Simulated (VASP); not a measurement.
# Si in VASP: notebook, part 2 of 2

VASP 6.6.1. The steps go on from the part before.

### Step 4. Vibrations by perturbation theory, LDA

This run uses another cell than the first one, of 19.80 Å³/atom.

Input file INCAR:

```
SYSTEM = Si
ALGO = Normal ; EDIFF = 1E-8
ENCUT = 520 ; IBRION = 8
ISIF = 2 ; ISMEAR = 0
LASPH = .TRUE. ; LCHARG = .TRUE.
LEPSILON = .TRUE. ; LREAL = .FALSE.
LWAVE = .FALSE. ; NBANDS = 11
NELM = 80 ; NSW = 1
PREC = Accurate ; SIGMA = 0.01
```

Input file KPOINTS:

```
k-points
0
G
  10 10 10
  0 0 0
```

Input file POSCAR:

```
Si
1.0
    0.0000000000      2.7009735042      2.7144783717
    2.7009735042      0.0000000000      2.7144783717
    2.7009735042      2.7009735042      0.0000000000
Si
2
Direct
    0.0000000000      0.0000000000      0.0000000000
    0.2500000000      0.2500000000      0.2500000000
```

Potentials or basis: VASP PAW LDA potentials, release 64 (Si).

Run with:

```
cat potpaw_LDA.64/Si/POTCAR > POTCAR
mpirun -np 1 vasp_std > vasp.out
```

OUTCAR:

```text
SYSTEM = Si
   EDIFF = 1E-8
   ENCUT = 520
   IBRION = 8
   ISIF = 2
   ISMEAR = 0
   LASPH = .TRUE.
   LEPSILON = .TRUE.
   LREAL = .FALSE.
   NELM = 80
   NSW = 1
   PREC = Accurate

 ion  position               nearest neighbor table
   1  0.000  0.000  0.000-   2 2.34   2 2.34   2 2.34   2 2.34
   2  0.250  0.250  0.250-   1 2.34   1 2.34   1 2.34   1 2.34

  LATTYP: Found a body centered tetragonal cell.
 ALAT       =     3.8197533613
 C/A-ratio  =     1.4212846302

  Lattice vectors:

 A1 = (  -2.7009735042,   0.0000000000,   2.7144783717)
 A2 = (   2.7009735042,   0.0000000000,   2.7144783717)
 A3 = (   0.0000000000,   2.7009735042,  -2.7144783717)

Analysis of symmetry for initial positions (statically):
=====================================================================
 Subroutine PRICEL returns:
 Original cell was already a primitive cell.

 Routine SETGRP: Setting up the symmetry group for a
 body centered tetragonal supercell.

 Subroutine GETGRP returns: Found 16 space group operations
 (whereof  8 operations were pure point group operations)
 out of a pool of 16 trial point group operations.

The static configuration has the point symmetry D_2d.
 The point group associated with its full space group is D_4h.

Analysis of symmetry for dynamics (positions and initial velocities):
=====================================================================
 Subroutine PRICEL returns:
 Original cell was already a primitive cell.

 Routine SETGRP: Setting up the symmetry group for a
 body centered tetragonal supercell.

[... 598 lines left out ...]
  x     0.00000     0.00000    -0.00000     0.00000     0.00000     0.00000
  y    -0.00000    -0.00000    -0.00000     0.00000     0.00000     0.00000
  z     0.00000     0.00000     0.00000    -0.00000     0.00000     0.00000

 BORN EFFECTIVE CHARGES (including local field effects) (in |e|, cummulative output)
 ---------------------------------------------------------------------------------
 ion    1
    1     0.00000     0.00000     0.00000
    2     0.00000     0.00000     0.00000
    3     0.00000     0.00000     0.00000
 ion    2
    1     0.00000     0.00000     0.00000
    2     0.00000     0.00000     0.00000
    3     0.00000     0.00000     0.00000

 INTERNAL STRAIN TENSOR FOR ION    2 for displacements in x,y,z  (eV/Angst):
          X           Y           Z          XY          YZ          ZX
  --------------------------------------------------------------------------------
  x     0.00000     0.00000     0.00000     0.00000    -9.54251     0.00000
  y     0.00000     0.00000     0.00000     0.00000     0.00000    -9.27570
  z     0.00000     0.00000     0.00000    -9.45815     0.00000     0.00000

 SECOND DERIVATIVES (NOT SYMMETRIZED)
 ------------------------------------
               1X          1Y          1Z          2X          2Y          2Z
  1X   -13.452319    0.000000    0.000000   13.452319    0.000000    0.000000
  1Y     0.000000  -13.452319    0.000000    0.000000   13.452319    0.000000
  1Z     0.000000    0.000000  -13.483054    0.000000    0.000000   13.483054
  2X    13.452319    0.000000    0.000000  -13.452319    0.000000    0.000000
  2Y     0.000000   13.452319    0.000000    0.000000  -13.452319    0.000000
  2Z     0.000000    0.000000   13.483054    0.000000    0.000000  -13.483054

 Eigenvectors and eigenvalues of the dynamical matrix
 ----------------------------------------------------

   1 f  =   15.318726 THz    96.250392 2PiTHz  510.977689 cm-1    63.353131 meV
             X         Y         Z           dx          dy          dz
      0.000000  0.000000  0.000000     0.000000    0.000000   -0.707107
      1.350487  1.350487  1.357239     0.000000    0.000000    0.707107
[... 16 lines left out ...]
   5 f  =    0.000000 THz     0.000000 2PiTHz    0.000000 cm-1     0.000000 meV
             X         Y         Z           dx          dy          dz
      0.000000  0.000000  0.000000     0.000000    0.000000    0.707107
      1.350487  1.350487  1.357239     0.000000    0.000000    0.707107

   6 f/i=    0.000000 THz     0.000001 2PiTHz    0.000006 cm-1     0.000001 meV
             X         Y         Z           dx          dy          dz
      0.000000  0.000000  0.000000    -0.267126    0.654709    0.000000
      1.350487  1.350487  1.357239    -0.267126    0.654709    0.000000

--------------------------------------------------------------------------------------------------------

 MACROSCOPIC STATIC DIELECTRIC TENSOR IONIC CONTRIBUTION
 ------------------------------------------------------
           0.000000     0.000000     0.000000
           0.000000     0.000000     0.000000
           0.000000     0.000000     0.000000
 ------------------------------------------------------

 ELASTIC MODULI CONTR FROM IONIC RELAXATION (kBar)
 Direction    XX          YY          ZZ          XY          YZ          ZX
 --------------------------------------------------------------------------------
 XX           0.0000      0.0000      0.0000      0.0000      0.0000      0.0000
 YY           0.0000      0.0000      0.0000      0.0000      0.0000      0.0000
 ZZ           0.0000      0.0000      0.0000      0.0000      0.0000      0.0000
 XY           0.0000      0.0000      0.0000   -268.3970      0.0000     -0.0000
 YZ           0.0000      0.0000      0.0000      0.0000   -273.8301     -0.0000
 ZX           0.0000      0.0000      0.0000     -0.0000      0.0000   -258.7320
 --------------------------------------------------------------------------------

 PIEZOELECTRIC TENSOR IONIC CONTR  for field in x, y, z        (C/m^2)
          XX          YY          ZZ          XY          YZ          ZX
  --------------------------------------------------------------------------------
  x     0.00000     0.00000     0.00000     0.00000     0.00000     0.00000
  y     0.00000     0.00000     0.00000     0.00000     0.00000     0.00000
  z     0.00000     0.00000     0.00000     0.00000     0.00000     0.00000
```

It took 5.7 min on 1 thread of Intel Xeon Platinum 8488C (Sapphire Rapids), shared host; peak memory 0.35 GiB.

What came out:

| Item | Value |
| --- | --- |
| Electronic dielectric tensor (diagonal) | 13.72, 13.72, 13.80 |
| Born charges (mean of the diagonal) | Si +0.00 e |
| Highest phonon frequency at Γ | 511 cm⁻¹ |

Phonon frequencies in cm⁻¹ (negative: imaginary):
```csv
q point,frequencies
"(0.000, 0.000, 0.000)",0 0 0 510 510 511
```

Electronic dielectric tensor:
```
13.72  0.00  0.00
 0.00 13.72  0.00
 0.00  0.00 13.80
```

Born effective charge tensors (e):
atom 1, Si
```
0.00 0.00 0.00
0.00 0.00 0.00
0.00 0.00 0.00
```
atom 2, Si
```
0.00 0.00 0.00
0.00 0.00 0.00
0.00 0.00 0.00
```

### Step 5. Vibrations by perturbation theory, LDA

This run uses another cell than the first one, of 19.70 Å³/atom.

Input file INCAR:

```
ALGO = Normal ; EDIFF = 1E-8
ENCUT = 520 ; GGA = CA
IBRION = 8 ; ISIF = 2
ISMEAR = 0 ; LASPH = True
LCHARG = False ; LEPSILON = True
LREAL = False ; LWAVE = False
NELM = 100 ; NSW = 1
PREC = Accurate ; SIGMA = 0.01
```

Input file KPOINTS:

```
k-points
0
Gamma
  10 10 10
```

Input file POSCAR:

```
Si
1.0
    0.0135048675      2.7077259380      2.7077259380
    2.7077259380      0.0135048675      2.7077259380
    2.7077259380      2.7077259380      0.0135048675
Si
2
Direct
    0.0003344791      0.0003344791      0.0003344791
    0.2496655209      0.2496655209      0.2496655209
```

Potentials or basis: VASP PAW LDA potentials, release 64 (Si).

Run with:

```
cat potpaw_LDA.64/Si/POTCAR > POTCAR
mpirun -np 1 vasp_std > vasp.out
```

OUTCAR:

```text
EDIFF = 1E-8
   ENCUT = 520
   GGA = CA
   IBRION = 8
   ISIF = 2
   ISMEAR = 0
   LASPH = True
   LEPSILON = True
   LREAL = False
   NELM = 100
   NSW = 1
   PREC = Accurate

 ion  position               nearest neighbor table
   1  0.000  0.000  0.000-   2 2.34   2 2.34   2 2.34   2 2.34
   2  0.250  0.250  0.250-   1 2.34   1 2.34   1 2.34   1 2.34

  LATTYP: Found a trigonal (rhomboedric) cell.
 ALAT       =     3.8293265586
 COS(alpha) =     0.5049812503

  Lattice vectors:

 A1 = (   0.0135048675,   2.7077259380,   2.7077259380)
 A2 = (   2.7077259380,   0.0135048675,   2.7077259380)
 A3 = (   2.7077259380,   2.7077259380,   0.0135048675)

Analysis of symmetry for initial positions (statically):
=====================================================================
 Subroutine PRICEL returns:
 Original cell was already a primitive cell.

 Routine SETGRP: Setting up the symmetry group for a
[... 568 lines left out ...]

 Eigenvectors and eigenvalues of the dynamical matrix
 ----------------------------------------------------

   1 f  =   15.407030 THz    96.805226 2PiTHz  513.923209 cm-1    63.718328 meV
             X         Y         Z           dx          dy          dz
      0.001816  0.001816  0.001816    -0.500000    0.500000    0.000000
      1.355423  1.355423  1.355423     0.500000   -0.500000   -0.000000
[... 11 lines left out ...]
   4 f  =    0.000000 THz     0.000001 2PiTHz    0.000006 cm-1     0.000001 meV
             X         Y         Z           dx          dy          dz
      0.001816  0.001816  0.001816    -0.070274   -0.703595    0.004011
      1.355423  1.355423  1.355423    -0.070274   -0.703595    0.004011

   5 f/i=    0.000000 THz     0.000000 2PiTHz    0.000000 cm-1     0.000000 meV
             X         Y         Z           dx          dy          dz
      0.001816  0.001816  0.001816     0.000383   -0.004070   -0.707095
      1.355423  1.355423  1.355423     0.000383   -0.004070   -0.707095

   6 f/i=    0.000000 THz     0.000001 2PiTHz    0.000003 cm-1     0.000000 meV
             X         Y         Z           dx          dy          dz
      0.001816  0.001816  0.001816     0.703606   -0.070271    0.000786
      1.355423  1.355423  1.355423     0.703606   -0.070271    0.000786

--------------------------------------------------------------------------------------------------------

 MACROSCOPIC STATIC DIELECTRIC TENSOR IONIC CONTRIBUTION
 ------------------------------------------------------
           0.000000     0.000000     0.000000
           0.000000     0.000000    -0.000000
           0.000000    -0.000000     0.000000
 ------------------------------------------------------

 ELASTIC MODULI CONTR FROM IONIC RELAXATION (kBar)
 Direction    XX          YY          ZZ          XY          YZ          ZX
 --------------------------------------------------------------------------------
 XX          -0.2109     -0.1577     -0.1577      2.5700      6.5572      2.7181
 YY          -0.1577     -0.2109     -0.1577      2.7181      2.5700      6.5572
 ZZ          -0.1577     -0.1577     -0.2109      6.5572      2.7181      2.5700
 XY           2.5700      2.7181      6.5572   -280.9071      7.1408      7.1408
 YZ           6.5572      2.5700      2.7181      7.1408   -280.9071      7.1408
 ZX           2.7181      6.5572      2.5700      7.1408      7.1408   -280.9071
 --------------------------------------------------------------------------------

 PIEZOELECTRIC TENSOR IONIC CONTR  for field in x, y, z        (C/m^2)
          XX          YY          ZZ          XY          YZ          ZX
  --------------------------------------------------------------------------------
  x     0.00000    -0.00000     0.00000    -0.00000    -0.00000     0.00000
  y     0.00000     0.00000     0.00000    -0.00000    -0.00000     0.00000
  z    -0.00000    -0.00000    -0.00000    -0.00000     0.00000     0.00000
```

Wall time 5.1 min (1 thread of Intel Xeon Platinum 8488C (Sapphire Rapids), shared host); peak memory 0.33 GiB.

What came out:

```
Electronic dielectric tensor (diagonal) : 13.73
Born charges (mean of the diagonal)     : Si +0.00 e
Highest phonon frequency at Γ           : 514 cm⁻¹
```

Phonon frequencies in cm⁻¹ (negative: imaginary):
```tsv
q point	frequencies
(0.000, 0.000, 0.000)	0 0 0 511 514 514
```

Electronic dielectric tensor:
```
13.73  0.03  0.03
 0.03 13.73  0.03
 0.03  0.03 13.73
```

Born effective charge tensors (e):
atom 1, Si
```
0.00 0.00 0.00
0.00 0.00 0.00
0.00 0.00 0.00
```
atom 2, Si
```
0.00 0.00 0.00
0.00 0.00 0.00
0.00 0.00 0.00
```
